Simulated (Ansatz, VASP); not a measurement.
## One calculation of LiF, two programs

```
CELL_PARAMETERS angstrom
0.00000 2.03165 2.03165
2.03165 0.00000 2.03165
2.03165 2.03165 0.00000
ATOMIC_POSITIONS crystal
Li 0.00000 0.00000 0.00000
F 0.50000 0.50000 0.50000
```

Alike in both runs: task relaxation of cell and atoms; functional PBE; k mesh 10 × 10 × 10; occupations gaussian, width 0.02 eV; no spin polarisation.

|  | VASP | Ansatz |
| --- | --- | --- |
| version | VASP 6.6.1 | Ansatz 0.2.0 |
| potentials or method | VASP PAW PBE potentials, release 64 (Li_sv, F), cutoff 600 eV | scalar-relativistic, plane waves, PAW |
| valence electrons in the cell | 10 | 10 |

VASP gave:

| Property | Result |
| --- | --- |
| gap on the k mesh at the Fermi level, each at its own relaxed structure (eV) | 8.92 |
| relaxed volume (Å³/atom) | 8.32 |
| relaxed length of the cell vector where the two differ most in proportion (Å) | 2.866 |

**Question.** Which values does Ansatz return?

**Answer.** gap on the k mesh at the Fermi level, each at its own relaxed structure (eV): 8.83; relaxed volume (Å³/atom): 8.41; relaxed length of the cell vector where the two differ most in proportion (Å): 2.876.

Noted on VASP's run: the cutoff is under 1.25 times that of the potentials, so the pressure is a little rough.
